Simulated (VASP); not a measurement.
Input of a VASP 6.6.1 run:

Contents of INCAR:

```
SYSTEM = H
ALGO = Normal
EDIFF = 1E-6
ENCUT = 500
GGA = PS
GGA_COMPAT = .FALSE.
ISIF = 2
ISMEAR = 0
LASPH = .TRUE.
LCHARG = .FALSE.
LREAL = .FALSE.
LWAVE = .FALSE.
NBANDS = 6
NELM = 120
PREC = Accurate
SIGMA = 0.1
```

Contents of KPOINTS:

```
k-points
0
G
  8 8 22
  0 0 0
```

File POSCAR:

```
H
1.0
    2.6496387389      0.0000000000      0.0000000000
    0.0000000000      2.6496387389      0.0000000000
    0.0000000000      0.0000000000      0.9804929200
H
1
Direct
    0.0000000000      0.0000000000      0.5000000000
```

Potentials or basis: VASP PAW PBE potentials, release 64 (H).

Launch:

```console
$ cat potpaw_PBE.64/H/POTCAR > POTCAR
$ mpirun -np 1 vasp_std > vasp.out
```

**Question.** What does it give for the pressure?

**Answer.** 1.4 GPa.

**Question.** Estimate the band gap on the k mesh.

**Answer.** Zero (an odd number of electrons rules out a gap without spin polarisation).

Stress tensor (GPa, compression positive):
```
1.31 0.00 0.00
0.00 1.31 0.00
0.00 0.00 1.61
```

Caveat: the PAW data sets were made with another functional, which shifts forces and pressure a little.
